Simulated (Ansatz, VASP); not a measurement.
# KF in VASP and in Ansatz

INCAR

```
PREC = Accurate ; ENCUT = 520
EDIFF = 1E-6 ; ISMEAR = 0
SIGMA = 0.05 ; LREAL = False
LASPH = True ; NELM = 100
ALGO = Normal ; ISIF = 2
LWAVE = False ; LCHARG = False
GGA = PE ; NBANDS = 15
```

Contents of KPOINTS:

```
Automatic mesh
0
Gamma
  8 8 8
```

File POSCAR:

```
KF
1.0
    0.0286436394      2.6808324764      2.6808324764
    2.6808324764      0.0286436394      2.6808324764
    2.6808324764      2.6808324764      0.0286436394
K F
1 1
Direct
    0.0000000000      0.0000000000      0.0000000000
    0.5000000000      0.5000000000      0.5000000000
```

Input for Ansatz:

```yaml
crystal:
  lattice:
    - [0.0286436394, 2.6808324764, 2.6808324764]
    - [2.6808324764, 0.0286436394, 2.6808324764]
    - [2.6808324764, 2.6808324764, 0.0286436394]
  atoms:
    - { symbol: K, position: [0.0, 0.0, 0.0] }
    - { symbol: F, position: [0.5, 0.5, 0.5] }
basis:
  ecutwfc: 520.0
kpoints:
  mp_grid: { grid: [8, 8, 8] }
hamiltonian:
  xc: pbe
scf:
  occupations: { method: gaussian, width: 0.05 }
output:
  forces: true
  stress: true
  eigenvalues: true
```

Alike in both runs: task single point; functional PBE; k mesh 8 × 8 × 8; occupations gaussian, width 0.05 eV; no spin polarisation.

|  | VASP | Ansatz |
| --- | --- | --- |
| version | VASP 6.6.1 | Ansatz 0.2.0 |
| potentials or method | VASP PAW PBE potentials, release 64 (K_sv, F), cutoff 520 eV | scalar-relativistic, plane waves, PAW |
| valence electrons in the cell | 16 | 16 |

```tsv
	VASP	Ansatz	Ansatz less VASP
gap on the k mesh at the Fermi level (eV)	6.19	6.21	+0.016
least direct gap on the mesh (eV)	6.19	6.21	+0.016
pressure (GPa)	1.6	1.6	-0.04
traceless stress, the component that is largest in VASP (GPa)	-0.14	-0.15	-0.002
```

The functional is the same, so the differences come from potentials, cutoffs and numerics.
